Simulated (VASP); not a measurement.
# GdN (Fm-3m) in VASP: single point with r2SCAN+U

Aim: the single point of GdN with r2SCAN+U.

Program: VASP 6.6.1. These are calculated values, not measurements. Logs are shortened: lines on timing, memory, paths and dates and some standing lists are left out, and cuts for length are marked.

## 1. The cell of the first run

It takes space group Fm-3m (No. 225, cubic). Conventional cell: a = 4.973 Å, b = 4.973 Å, c = 4.973 Å, α = 90.00°, β = 90.00°, γ = 90.00°. Within 3.3 Å of Gd (site symmetry m-3m) lie 6 N at 2.49 Å. Within 3.3 Å of N (site symmetry m-3m) lie 6 Gd at 2.49 Å.

## 2. Single point, r2SCAN+U, collinear spin, ferromagnetic start

File POSCAR:

```
GdN
1.0
    0.0000000000      2.4865533670      2.4865533670
    2.4865533670      0.0000000000      2.4865533670
    2.4865533670      2.4865533670      0.0000000000
Gd N
1 1
Direct
    0.5000000000      0.5000000000      0.5000000000
    0.0000000000      0.0000000000      0.0000000000
```

File INCAR.step1:

```
SYSTEM = GdN
  ALGO = Normal
  EDIFF = 1E-4
  ENCUT = 520
  GGA = PE
  ISMEAR = 0
  ISPIN = 2
  LASPH = .True.
  LCHARG = .False.
  LDAU = .True.
  LDAUJ = 0 0
  LDAUL = 3 -1
  LDAUTYPE = 2
  LDAUU = 2 0
  LMAXMIX = 6
  LREAL = .False.
  LWAVE = .True.
  MAGMOM = 7 0
  NBANDS = 22
  NELM = 150
  PREC = Accurate
  SIGMA = 0.05
```

File INCAR.step2:

```
SYSTEM = GdN
  ALGO = Normal
  EDIFF = 1E-7
  ENCUT = 520
  ISIF = 2
  ISMEAR = 0
  ISPIN = 2
  ISTART = 1
  LASPH = .True.
  LCHARG = .True.
  LDAU = .True.
  LDAUJ = 0 0
  LDAUL = 3 -1
  LDAUPRINT = 1
  LDAUTYPE = 2
  LDAUU = 2 0
  LELF = .True.
  LMAXMIX = 6
  LMIXTAU = .True.
  LORBIT = 11
  LREAL = .False.
  LVHAR = .True.
  LWAVE = .False.
  MAGMOM = 7 0
  METAGGA = R2SCAN
  NBANDS = 22
  NELM = 150
  PREC = Accurate
  SIGMA = 0.05
```

File KPOINTS:

```
k-points
0
Gamma
  12 12 12
  0 0 0
```

Potentials or basis: VASP PAW PBE potentials, release 64 (Gd, N).

Command:

```bash
$ cat potpaw_PBE.64/Gd/POTCAR potpaw_PBE.64/N/POTCAR > POTCAR
$ cp INCAR.step1 INCAR
$ mpirun -np 1 vasp_std > vasp.out
$ cp INCAR.step2 INCAR
$ mpirun -np 1 vasp_std > vasp.out
```

OUTCAR:

```text
SYSTEM = GdN
   EDIFF = 1E-7
   ENCUT = 520
   ISIF = 2
   ISMEAR = 0
   ISPIN = 2
   ISTART = 1
   LASPH = .True.
   LORBIT = 11
   LREAL = .False.
   METAGGA = R2SCAN
   NELM = 150
   PREC = Accurate

 ion  position               nearest neighbor table
   1  0.500  0.500  0.500-   2 2.49   2 2.49   2 2.49   2 2.49   2 2.49   2 2.49
   2  0.000  0.000  0.000-   1 2.49   1 2.49   1 2.49   1 2.49   1 2.49   1 2.49

  LATTYP: Found a face centered cubic cell.
 ALAT       =     4.9731067340

  Lattice vectors:

 A1 = (   0.0000000000,   2.4865533670,   2.4865533670)
 A2 = (   2.4865533670,   0.0000000000,   2.4865533670)
 A3 = (   2.4865533670,   2.4865533670,   0.0000000000)

Analysis of symmetry for initial positions (statically):
=====================================================================
 Subroutine PRICEL returns:
 Original cell was already a primitive cell.

 Routine SETGRP: Setting up the symmetry group for a
 face centered cubic supercell.

 Subroutine GETGRP returns: Found 48 space group operations
 (whereof 48 operations were pure point group operations)
 out of a pool of 48 trial point group operations.

The static configuration has the point symmetry O_h .

Analysis of symmetry for dynamics (positions and initial velocities):
=====================================================================
 Subroutine PRICEL returns:
 Original cell was already a primitive cell.

 Routine SETGRP: Setting up the symmetry group for a
 face centered cubic supercell.

 Subroutine GETGRP returns: Found 48 space group operations
 (whereof 48 operations were pure point group operations)
 out of a pool of 48 trial point group operations.

The dynamic configuration has the point symmetry O_h .

Analysis of structural, dynamic, and magnetic symmetry:
=====================================================================
 Subroutine PRICEL returns:
 Original cell was already a primitive cell.

 Routine SETGRP: Setting up the symmetry group for a
 face centered cubic supercell.

 Subroutine GETGRP returns: Found 48 space group operations
 (whereof 48 operations were pure point group operations)
 out of a pool of 48 trial point group operations.

The overall configuration has the point symmetry O_h .

 Subroutine INISYM returns: Found 48 space group operations
 (whereof 48 operations are pure point group operations),
 and found     1 'primitive' translations

----------------------------------------------------------------------------------------

                                     Primitive cell

  volume of cell :      30.7485

  direct lattice vectors                    reciprocal lattice vectors
     0.000000000  2.486553367  2.486553367    -0.201081548  0.201081548  0.201081548
[... 116 lines left out ...]
   LHFCALC =     F    Hartree Fock is set to
   AEXX    =    0.0000 exact exchange contribution
   IVDW    =     0    specifies the selected vdW correction
   LEPSILON=     F    determine dielectric tensor
   LRPA    =     F    only Hartree local field effects (RPA)
 spin polarized calculation
 Gauss-broadening in eV      SIGMA  =   0.05
  energy-cutoff  :      520.00
  volume of cell :       30.75
 maximum number of plane-waves:       869
 NGX is ok and might be reduce to    28
   NGX = 13   NGY = 13   NGZ = 13

atom =   1  type =  1  l = 3

 onsite density matrix

spin component  1

  0.9908 -0.0000  0.0009  0.0000  0.0000 -0.0000  0.0000
 -0.0000  0.9881  0.0000  0.0000 -0.0000 -0.0000 -0.0000
  0.0009  0.0000  0.9903 -0.0000  0.0000 -0.0000 -0.0000
  0.0000  0.0000 -0.0000  0.9915 -0.0000 -0.0000  0.0000
  0.0000 -0.0000  0.0000 -0.0000  0.9903 -0.0000 -0.0009
 -0.0000 -0.0000 -0.0000 -0.0000 -0.0000  0.9896  0.0000
  0.0000 -0.0000 -0.0000  0.0000 -0.0009  0.0000  0.9908

spin component  2

  0.0102  0.0000  0.0045 -0.0000  0.0000  0.0000 -0.0000
  0.0000  0.0004  0.0000 -0.0000  0.0000  0.0000  0.0000
  0.0045  0.0000  0.0079  0.0000  0.0000  0.0000  0.0000
 -0.0000 -0.0000  0.0000  0.0137 -0.0000  0.0000  0.0000
  0.0000  0.0000  0.0000 -0.0000  0.0079  0.0000 -0.0045
  0.0000  0.0000  0.0000  0.0000  0.0000  0.0044 -0.0000
 -0.0000  0.0000  0.0000  0.0000 -0.0045 -0.0000  0.0102

 occupancies and eigenvectors

  o =  0.0004  v =  0.0000  0.0000  0.0000  0.0000  0.0000  0.0000  0.0000  0.0000 -1.0000 -0.0000  0.0000  0.0000 -0.0000  0.0000      0.0000  0.0000  0.0000  0.0000  0.0000  0.0000  0.0000  0.0000  0.0000  0.0000  0.0000  0.0000  0.0000  0.0000
  o =  0.0044  v =  0.0000  0.0000  0.0000  0.0000  0.0000  0.0000  0.0000 -0.0001 -0.0000  0.0001  0.0000  0.0001 -1.0000  0.0001      0.0000  0.0000  0.0000  0.0000  0.0000  0.0000  0.0000  0.0000  0.0000  0.0000  0.0000  0.0000  0.0000  0.0000
  o =  0.0044  v =  0.0000  0.0000  0.0000  0.0000  0.0000  0.0000  0.0000  0.6124  0.0000 -0.7906  0.0000  0.0006 -0.0002  0.0005      0.0000  0.0000  0.0000  0.0000  0.0000  0.0000  0.0000  0.0000  0.0000  0.0000  0.0000  0.0000  0.0000  0.0000
  o =  0.0044  v =  0.0000  0.0000  0.0000  0.0000  0.0000  0.0000  0.0000  0.0005 -0.0000 -0.0006  0.0000 -0.7906 -0.0002 -0.6124      0.0000  0.0000  0.0000  0.0000  0.0000  0.0000  0.0000  0.0000  0.0000  0.0000  0.0000  0.0000  0.0000  0.0000
  o =  0.0137  v =  0.0000  0.0000  0.0000  0.0000  0.0000  0.0000  0.0000  0.7906  0.0000  0.6124  0.0000 -0.0006  0.0000  0.0008      0.0000  0.0000  0.0000  0.0000  0.0000  0.0000  0.0000  0.0000  0.0000  0.0000  0.0000  0.0000  0.0000  0.0000
  o =  0.0137  v =  0.0000  0.0000  0.0000  0.0000  0.0000  0.0000  0.0000  0.0008 -0.0000  0.0006  0.0028  0.6124  0.0000 -0.7906      0.0000  0.0000  0.0000  0.0000  0.0000  0.0000  0.0000  0.0000  0.0000  0.0000  0.0000  0.0000  0.0000  0.0000
  o =  0.0137  v =  0.0000  0.0000  0.0000  0.0000  0.0000  0.0000  0.0000 -0.0000  0.0000 -0.0000  1.0000 -0.0017  0.0000  0.0023      0.0000  0.0000  0.0000  0.0000  0.0000  0.0000  0.0000  0.0000  0.0000  0.0000  0.0000  0.0000  0.0000  0.0000
  o =  0.9881  v = -0.0000  1.0000  0.0000  0.0000  0.0000 -0.0000  0.0000  0.0000  0.0000  0.0000  0.0000  0.0000  0.0000  0.0000      0.0000  0.0000  0.0000  0.0000  0.0000  0.0000  0.0000  0.0000  0.0000  0.0000  0.0000  0.0000  0.0000  0.0000
  o =  0.9896  v = -0.0023 -0.0000  0.0030 -0.0000  0.7905  0.0147  0.6123  0.0000  0.0000  0.0000  0.0000  0.0000  0.0000  0.0000      0.0000  0.0000  0.0000  0.0000  0.0000  0.0000  0.0000  0.0000  0.0000  0.0000  0.0000  0.0000  0.0000  0.0000
  o =  0.9896  v = -0.6124 -0.0000  0.7906  0.0000 -0.0030  0.0000 -0.0023  0.0000  0.0000  0.0000  0.0000  0.0000  0.0000  0.0000      0.0000  0.0000  0.0000  0.0000  0.0000  0.0000  0.0000  0.0000  0.0000  0.0000  0.0000  0.0000  0.0000  0.0000
  o =  0.9896  v =  0.0000  0.0000 -0.0000  0.0000 -0.0116  0.9999 -0.0090  0.0000  0.0000  0.0000  0.0000  0.0000  0.0000  0.0000      0.0000  0.0000  0.0000  0.0000  0.0000  0.0000  0.0000  0.0000  0.0000  0.0000  0.0000  0.0000  0.0000  0.0000
  o =  0.9915  v =  0.0013 -0.0000  0.0010 -0.0935 -0.6097  0.0000  0.7871  0.0000  0.0000  0.0000  0.0000  0.0000  0.0000  0.0000      0.0000  0.0000  0.0000  0.0000  0.0000  0.0000  0.0000  0.0000  0.0000  0.0000  0.0000  0.0000  0.0000  0.0000
  o =  0.9915  v =  0.7906 -0.0000  0.6124  0.0001  0.0010 -0.0000 -0.0013  0.0000  0.0000  0.0000  0.0000  0.0000  0.0000  0.0000      0.0000  0.0000  0.0000  0.0000  0.0000  0.0000  0.0000  0.0000  0.0000  0.0000  0.0000  0.0000  0.0000  0.0000
  o =  0.9915  v = -0.0000  0.0000 -0.0000 -0.9956  0.0573  0.0000 -0.0740  0.0000  0.0000  0.0000  0.0000  0.0000  0.0000  0.0000      0.0000  0.0000  0.0000  0.0000  0.0000  0.0000  0.0000  0.0000  0.0000  0.0000  0.0000  0.0000  0.0000  0.0000

 number of electron      23.0000006 magnetization       7.0000010

 Free energy of the ion-electron system (eV)
  ---------------------------------------------------
  ext. energy  EPLUGINS =         0.00000000
  ---------------------------------------------------
  free energy    TOTEN  =       -53.72270784 eV

  energy without entropy =      -53.72260316  energy(sigma->0) =      -53.72265550

 E-fermi :   3.8390     XC(G=0): -12.2872

 val. band max:        3.8380456452   @ k =   0.0833   0.0833   0.0000
 cond. band min:       4.0341292000   @ k =   0.0000   0.0000   0.0000
 fundamental gap:      0.1960835548
 Fermi energy:         3.8390465014

 spin component 1

 k-point     1 :       0.0000    0.0000    0.0000
  band No.  band energies     occupation
      1     -41.5672      1.00000
      2     -17.8774      1.00000
      3     -17.8773      1.00000
      4     -17.8773      1.00000
      5      -9.9554      1.00000
      6      -1.1037      1.00000
[... 1193 lines left out ...]
     21      15.9214      0.00000
     22      18.1449      0.00000

 [... further k-points ...]

------------------------ aborting loop because EDIFF is reached ----------------------------------------

  FORCE on cell =-STRESS in cart. coord.  units (eV):
  Direction    XX          YY          ZZ          XY          YZ          ZX
  --------------------------------------------------------------------------------------
  -------------------------------------------------------------------------------------
  Total        0.1465129      0.1465129      0.1465129      0.0000000     -0.0000000     -0.0000000
  in kB        7.6341931      7.6341931      7.6341931      0.0000000     -0.0000000     -0.0000000
  external PRESSURE =       7.6341931 kB  Pullay stress =       0.0000000 kB

 VOLUME and BASIS-vectors are now :
 -----------------------------------------------------------------------------
  energy-cutoff  :      520.00
  volume of cell :       30.75
      direct lattice vectors                 reciprocal lattice vectors
     0.000000000  2.486553367  2.486553367    -0.201081548  0.201081548  0.201081548
     2.486553367  0.000000000  2.486553367     0.201081548 -0.201081548  0.201081548
     2.486553367  2.486553367  0.000000000     0.201081548  0.201081548 -0.201081548

 POSITION                                       TOTAL-FORCE (eV/Angst)
 -----------------------------------------------------------------------------------
      2.48655      2.48655      2.48655        -0.000000      0.000000     -0.000000
      0.00000      0.00000      0.00000         0.000000     -0.000000      0.000000
 -----------------------------------------------------------------------------------
    total drift:                                0.000000      0.000000      0.000000

  FREE ENERGIE OF THE ION-ELECTRON SYSTEM (eV)
  ---------------------------------------------------
  free  energy   TOTEN  =       -53.7227078411 eV

  energy  without entropy=      -53.7226031593  energy(sigma->0) =      -53.72265550

 total charge

# of ion       s       p       d       f       tot
--------------------------------------------------
    1        2.039   5.696   0.522   6.978  15.235
    2        1.254   2.423   0.000   0.000   3.677
--------------------------------------------------
tot          3.293   8.119   0.522   6.978  18.912

 magnetization (x)

# of ion       s       p       d       f       tot
--------------------------------------------------
    1       -0.011  -0.132   0.083   6.872   6.812
    2       -0.012  -0.120   0.000   0.000  -0.132
--------------------------------------------------
tot         -0.023  -0.252   0.083   6.872   6.680
```

Wall time 4.9 min (1 thread of Intel Xeon 6975P-C (Granite Rapids), shared host); peak memory 0.25 GiB.

What came out:

| Property | Result |
| --- | --- |
| Free energy | -53.7227 eV |
| Pressure | 0.8 GPa |
| Band gap on the k mesh | zero (filled and empty bands overlap) |
| Net moment | 7.00 μB per cell |
| Site moments | Gd +6.81; N -0.13 μB |
| Valence electrons inside the program's atomic spheres | Gd 15.23; N 3.68 |

Eigenvalues of the final occupation matrices:
```csv
site,spin,trace,eigenvalues
site 1 f,1,6.93,0.99 0.99 0.99 0.99 0.99 0.99 0.99
site 1 f,2,0.05,0.00 0.00 0.00 0.00 0.01 0.01 0.01
```

Caveat: the PAW data sets were made with another functional, which shifts forces and pressure a little; spin-orbit coupling is left out, which moves the levels of the heavy elements; a cell with one magnetic atom can't hold antiferromagnetic order, which such compounds often take. The state reached can hang on the start; a lower one may exist.
